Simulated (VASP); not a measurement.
# TiSi (Pnma) in VASP: single point with PBEsol

Aim: the single point of TiSi with PBEsol.

Everything below comes from runs of VASP 6.6.1. Logs are shortened: lines on timing, memory, paths and dates and some standing lists are left out, and cuts for length are marked.

**1. The cell of the first run**

It takes space group Pnma (No. 62, orthorhombic). The conventional cell has a = 6.452 Å, b = 3.622 Å, c = 4.964 Å, α = 90.00°, β = 90.00°, γ = 90.00°. Within 3.7 Å of Ti (site symmetry m) lie 7 Si at 2.54 to 2.74 Å and 10 Ti at 3.18 to 3.62 Å. Within 3.2 Å of Si (site symmetry m) lie 2 Si at 2.39 Å and 7 Ti at 2.54 to 2.74 Å.

**2. Single point, PBEsol**

Contents of INCAR:

```
ALGO     = Normal         # electronic algorithm
EDIFF    = 1E-6           # SCF threshold, eV
ENCUT    = 520            # plane-wave cutoff, eV
GGA      = PS             # functional
ISIF     = 2              # what is computed and relaxed
ISMEAR   = 0              # smearing method
LASPH    = T              # aspherical terms in the spheres
LCHARG   = T              # write CHGCAR
LELF     = T              # ELF
LREAL    = F              # projectors in reciprocal space
LVHAR    = T            
LWAVE    = F              # write WAVECAR
NBANDS   = 42             # bands
NELM     = 100            # most SCF steps
PREC     = Accurate       # precision mode
SIGMA    = 0.1            # smearing width, eV
```

Contents of KPOINTS:

```
k-points
0
Gamma
  6 10 8
```

Contents of POSCAR:

```
TiSi
1.0
    6.4517669100      0.0000000000      0.0000000000
    0.0000000000      3.6224401844      0.0000000000
    0.0000000000      0.0000000000      4.9638525894
Ti Si
4 4
Direct
    0.6761024435      0.2500000000      0.3705774842
    0.3238975565      0.7500000000      0.6294225158
    0.8238975565      0.7500000000      0.8705774842
    0.1761024435      0.2500000000      0.1294225158
    0.5441261835      0.2500000000      0.8536342583
    0.4558738165      0.7500000000      0.1463657417
    0.9558738165      0.7500000000      0.3536342583
    0.0441261835      0.2500000000      0.6463657417
```

Potentials or basis: VASP PAW PBE potentials, release 64 (Ti_sv, Si).

Launch:

```bash
$ cat potpaw_PBE.64/Ti_sv/POTCAR potpaw_PBE.64/Si/POTCAR > POTCAR
$ mpirun -np 1 vasp_std > vasp.out
```

OUTCAR:

```text
EDIFF = 1E-6
   ENCUT = 520
   GGA = PS
   ISIF = 2
   ISMEAR = 0
   LASPH = T
   LREAL = F
   NELM = 100
   PREC = Accurate

 ion  position               nearest neighbor table
   1  0.676  0.250  0.371-   5 2.54   6 2.56   6 2.56   7 2.56   7 2.56   5 2.70   8 2.74
   2  0.324  0.750  0.629-   6 2.54   5 2.56   5 2.56   8 2.56   8 2.56   6 2.70   7 2.74
   3  0.824  0.750  0.871-   7 2.54   8 2.56   8 2.56   5 2.56   5 2.56   7 2.70   6 2.74
   4  0.176  0.250  0.129-   8 2.54   7 2.56   7 2.56   6 2.56   6 2.56   8 2.70   5 2.74
   5  0.544  0.250  0.854-   6 2.39   6 2.39   1 2.54   2 2.56   2 2.56   3 2.56   3 2.56   1 2.70
                             4 2.74
   6  0.456  0.750  0.146-   5 2.39   5 2.39   2 2.54   1 2.56   1 2.56   4 2.56   4 2.56   2 2.70
                             3 2.74
   7  0.956  0.750  0.354-   8 2.39   8 2.39   3 2.54   4 2.56   4 2.56   1 2.56   1 2.56   3 2.70
                             2 2.74
   8  0.044  0.250  0.646-   7 2.39   7 2.39   4 2.54   3 2.56   3 2.56   2 2.56   2 2.56   4 2.70
                             1 2.74

  LATTYP: Found a simple orthorhombic cell.
 ALAT       =     3.6224401844
 B/A-ratio  =     1.3703062954
 C/A-ratio  =     1.7810554713

  Lattice vectors:

 A1 = (   0.0000000000,   3.6224401844,   0.0000000000)
 A2 = (   0.0000000000,   0.0000000000,   4.9638525894)
 A3 = (   6.4517669100,   0.0000000000,   0.0000000000)

Analysis of symmetry for initial positions (statically):
=====================================================================
 Subroutine PRICEL returns:
 Original cell was already a primitive cell.

 Routine SETGRP: Setting up the symmetry group for a
 simple orthorhombic supercell.

 Subroutine GETGRP returns: Found  8 space group operations
 (whereof  2 operations were pure point group operations)
 out of a pool of  8 trial point group operations.

The static configuration has the point symmetry S_2 .
 The point group associated with its full space group is D_2h.

Analysis of symmetry for dynamics (positions and initial velocities):
=====================================================================
 Subroutine PRICEL returns:
 Original cell was already a primitive cell.

 Routine SETGRP: Setting up the symmetry group for a
 simple orthorhombic supercell.

 Subroutine GETGRP returns: Found  8 space group operations
 (whereof  2 operations were pure point group operations)
 out of a pool of  8 trial point group operations.

The dynamic configuration has the point symmetry S_2 .
 The point group associated with its full space group is D_2h.

 Subroutine INISYM returns: Found  8 space group operations
 (whereof  2 operations are pure point group operations),
 and found     1 'primitive' translations

----------------------------------------------------------------------------------------

                                     Primitive cell

  volume of cell :     116.0109

  direct lattice vectors                    reciprocal lattice vectors
     6.451766910  0.000000000  0.000000000     0.154996300  0.000000000  0.000000000
     0.000000000  3.622440184  0.000000000     0.000000000  0.276057008  0.000000000
     0.000000000  0.000000000  4.963852589     0.000000000  0.000000000  0.201456426

  length of vectors
     6.451766910  3.622440184  4.963852589     0.154996300  0.276057008  0.201456426

  position of ions in fractional coordinates (direct lattice)
     0.676102443  0.250000000  0.370577484
     0.323897557  0.750000000  0.629422516
     0.823897557  0.750000000  0.870577484
     0.176102443  0.250000000  0.129422516
     0.544126183  0.250000000  0.853634258
     0.455873817  0.750000000  0.146365742
     0.955873817  0.750000000  0.353634258
     0.044126183  0.250000000  0.646365742

  ion indices of the primitive-cell ions
   primitive index   ion index
                 1           1
                 2           2
                 3           3
                 4           4
                 5           5
                 6           6
                 7           7
                 8           8

----------------------------------------------------------------------------------------

 KPOINTS: k-points

Automatic generation of k-mesh.
 Grid dimensions read from file:
 generate k-points for:    6   10    8

 Generating k-lattice:

  Cartesian coordinates                     Fractional coordinates (reciprocal lattice)
     0.025832717  0.000000000  0.000000000     0.166666667  0.000000000  0.000000000
     0.000000000  0.027605701  0.000000000     0.000000000  0.100000000  0.000000000
     0.000000000  0.000000000  0.025182053     0.000000000  0.000000000  0.125000000

  Length of vectors
     0.025832717  0.027605701  0.025182053

  Shift w.r.t. Gamma in fractional coordinates (k-lattice)
     0.000000000  0.000000000  0.000000000

 Subroutine IBZKPT returns following result:
 ===========================================

 Found    120 irreducible k-points:

 Following reciprocal coordinates:
            Coordinates               Weight
  0.000000  0.000000  0.000000      1.000000
  0.166667  0.000000  0.000000      2.000000
  0.333333  0.000000  0.000000      2.000000
  0.500000  0.000000  0.000000      1.000000
  0.000000  0.100000  0.000000      2.000000
  0.166667  0.100000  0.000000      4.000000
[... 16 lines left out ...]
  0.333333  0.500000  0.000000      2.000000
  0.500000  0.500000  0.000000      1.000000
 [... further k-points ...]
   k-points           NKPTS =    120   k-points in BZ     NKDIM =    120   number of bands    NBANDS=     42
   number of dos      NEDOS =    301   number of ions     NIONS =      8
   total plane-waves  NPLWV =  53760
   dimension x,y,z NGX =    48 NGY =   28 NGZ =   40
   dimension x,y,z NGXF=    96 NGYF=   56 NGZF=   80
   ions per type =               4   4
   NGX,Y,Z   is equivalent  to a cutoff of  12.37, 12.85, 13.40 a.u.
   NGXF,Y,Z  is equivalent  to a cutoff of  24.74, 25.70, 26.79 a.u.
 SYSTEM =  unknown system
   PREC   = accura    normal or accurate (medium, high low for compatibility)
   ISTART =      0    job   : 0-new  1-cont  2-samecut
   ICHARG =      2    charge: 1-file 2-atom 10-const
   ISPIN  =      1    spin polarized calculation?
   LNONCOLLINEAR =      F non collinear calculations
   LSORBIT =      F    spin-orbit coupling
   LASPH  =      T    aspherical Exc in radial PAW
   ENCUT  =  520.0 eV  38.22 Ry    6.18 a.u.  12.00  6.74  9.23*2*pi/ulx,y,z
   NELM   =    100;   NELMIN=  2; NELMDL= -5     # of ELM steps
   EDIFF  = 0.1E-05   stopping-criterion for ELM
   LREAL  =      F    real-space projection
   EDIFFG = 0.1E-04   stopping-criterion for IOM
   NSW    =      0    number of steps for IOM
   IBRION =     -1    ionic relax: 0-MD 1-quasi-New 2-CG
   NFREE  =      0    steps in history (QN), initial steepest desc. (CG)
   ISIF   =      2    stress and relaxation
   ISYM   =      2    0-nonsym 1-usesym 2-fastsym
   POTIM  = 0.5000    time-step for ionic-motion
   TEBEG  =    0.0;   TEEND  =   0.0 temperature during run
   PSTRESS=    0.0 pullay stress
   NELECT =      64.0000    total number of electrons
   NUPDOWN=      -1.0000    fix difference up-down
   EMIN   =  10.00;   EMAX   =-10.00  energy-range for DOS
   EFERMI =   0.00;   METHOD = LEGACY
   ISMEAR =     0;   SIGMA  =   0.10  broadening in eV -4-tet -1-fermi 0-gaus
   EFERMI_NEDOS =   21; number of points for ismear=-14 and -15
   IALGO  =     38    algorithm
   IMIX   =      4    mixing-type and parameters
     AMIX     =   0.40;   BMIX     =  1.00
     AMIX_MAG =   1.60;   BMIX_MAG =  1.00
  volume/ion in A,a.u.               =      14.50        97.86
  Fermi-wavevector in a.u.,A,eV,Ry     =   1.342668  2.537274 24.527995  1.802757
  Thomas-Fermi vector in A             =   2.470803
   LORBIT       =      0    0 simple, 1 ext, 2 COOP (PROOUT), +10 PAW based schemes
   GGA     = PS    functional components
   LHFCALC =     F    Hartree Fock is set to
   AEXX    =    0.0000 exact exchange contribution
   IVDW    =     0    specifies the selected vdW correction
   LEPSILON=     F    determine dielectric tensor
   LRPA    =     F    only Hartree local field effects (RPA)
 non-spin polarized calculation
 Gauss-broadening in eV      SIGMA  =   0.10
  energy-cutoff  :      520.00
  volume of cell :      116.01
 maximum number of plane-waves:      3156
 NGX is ok and might be reduce to    48
   NGX = 23   NGY = 13   NGZ = 19

 number of electron      64.0000015 magnetization

 Free energy of the ion-electron system (eV)
  ---------------------------------------------------
  ext. energy  EPLUGINS =         0.00000000
  ---------------------------------------------------
  free energy    TOTEN  =       -63.15994695 eV

  energy without entropy =      -63.15025553  energy(sigma->0) =      -63.15510124

 E-fermi :   9.8765     XC(G=0): -11.8337

 val. band max:        9.8671177978   @ k =   0.0000   0.1000   0.5000
 cond. band min:       9.8834988920   @ k =   0.1667   0.2000   0.3750
 fundamental gap:      0.0163810942
 Fermi energy:         9.8765334478

 k-point     1 :       0.0000    0.0000    0.0000
  band No.  band energies     occupation
      1     -46.6076      2.00000
      2     -46.5869      2.00000
      3     -46.5757      2.00000
      4     -46.5665      2.00000
      5     -23.0945      2.00000
      6     -23.0918      2.00000
[... 34 lines left out ...]
     41      12.2571      0.00000
     42      12.5569      0.00000

 k-point     2 :       0.1667    0.0000    0.0000
  band No.  band energies     occupation
      1     -46.6066      2.00000
      2     -46.5892      2.00000
      3     -46.5741      2.00000
      4     -46.5668      2.00000
      5     -23.0932      2.00000
      6     -23.0930      2.00000
[... 34 lines left out ...]
     41      12.2047      0.00000
     42      12.2626      0.00000

 k-point     3 :       0.3333    0.0000    0.0000
  band No.  band energies     occupation
      1     -46.6036      2.00000
      2     -46.5941      2.00000
      3     -46.5714      2.00000
      4     -46.5676      2.00000
      5     -23.0960      2.00000
      6     -23.0944      2.00000
[... 34 lines left out ...]
     41      12.2148      0.00000
     42      12.5415      0.00000

 k-point     4 :       0.5000    0.0000    0.0000
  band No.  band energies     occupation
      1     -46.5992      2.00000
      2     -46.5992      2.00000
      3     -46.5691      2.00000
      4     -46.5691      2.00000
      5     -23.0968      2.00000
      6     -23.0968      2.00000
[... 844 lines left out ...]
     41      12.8907      0.00000
     42      12.9010      0.00000

 k-point    23 :       0.3333    0.5000    0.0000
  band No.  band energies     occupation
      1     -46.5828      2.00000
      2     -46.5828      2.00000
      3     -46.5800      2.00000
      4     -46.5800      2.00000
      5     -23.0688      2.00000
      6     -23.0688      2.00000
[... 34 lines left out ...]
     41      12.9394      0.00000
     42      12.9517      0.00000

 k-point    24 :       0.5000    0.5000    0.0000
  band No.  band energies     occupation
      1     -46.5814      2.00000
      2     -46.5814      2.00000
      3     -46.5814      2.00000
      4     -46.5814      2.00000
      5     -23.0536      2.00000
      6     -23.0536      2.00000
[... 34 lines left out ...]
     41      13.0166      0.00000
     42      13.0167      0.00000

 [... further k-points ...]

------------------------ aborting loop because EDIFF is reached ----------------------------------------

  FORCE on cell =-STRESS in cart. coord.  units (eV):
  Direction    XX          YY          ZZ          XY          YZ          ZX
  --------------------------------------------------------------------------------------
  -------------------------------------------------------------------------------------
  Total        0.0965263      0.0899490      0.1029964      0.0000000      0.0000000      0.0000000
  in kB        1.3330838      1.2422476      1.4224397      0.0000000      0.0000000      0.0000000
  external PRESSURE =       1.3325904 kB  Pullay stress =       0.0000000 kB

 VOLUME and BASIS-vectors are now :
 -----------------------------------------------------------------------------
  energy-cutoff  :      520.00
  volume of cell :      116.01
      direct lattice vectors                 reciprocal lattice vectors
     6.451766910  0.000000000  0.000000000     0.154996300  0.000000000  0.000000000
     0.000000000  3.622440184  0.000000000     0.000000000  0.276057008  0.000000000
     0.000000000  0.000000000  4.963852589     0.000000000  0.000000000  0.201456426

 POSITION                                       TOTAL-FORCE (eV/Angst)
 -----------------------------------------------------------------------------------
      4.36206      0.90561      1.83949         0.000827      0.000000      0.000009
      2.08971      2.71683      3.12436        -0.000827      0.000000     -0.000009
      5.31559      2.71683      4.32142        -0.000827      0.000000      0.000009
      1.13617      0.90561      0.64243         0.000827     -0.000000     -0.000009
      3.51058      0.90561      4.23731        -0.001983      0.000000      0.002356
      2.94119      2.71683      0.72654         0.001983      0.000000     -0.002356
      6.16708      2.71683      1.75539         0.001983      0.000000      0.002356
      0.28469      0.90561      3.20846        -0.001983      0.000000     -0.002356
 -----------------------------------------------------------------------------------
    total drift:                                0.000000      0.000000     -0.000000

  FREE ENERGIE OF THE ION-ELECTRON SYSTEM (eV)
  ---------------------------------------------------
  free  energy   TOTEN  =       -63.1599469454 eV

  energy  without entropy=      -63.1502555283  energy(sigma->0) =      -63.15510124
```

Wall time 26 min (1 thread of AMD EPYC, shared host); peak memory 0.49 GiB.

What came out:

* Free energy: -63.1599 eV
* Pressure: 0.1 GPa
* Largest force: 0.003 eV/Å
* Band gap on the k mesh: zero (bands 32 and 33 overlap by 0.29 eV)

Forces in eV/Å, atoms in the order of the input:
```
Ti   0.001  0.000  0.000
Ti  -0.001  0.000  0.000
Ti  -0.001  0.000  0.000
Ti   0.001  0.000  0.000
Si  -0.002  0.000  0.002
Si   0.002  0.000 -0.002
Si   0.002  0.000  0.002
Si  -0.002  0.000 -0.002
```

Caveat: the PAW data sets were made with another functional, which shifts forces and pressure a little.
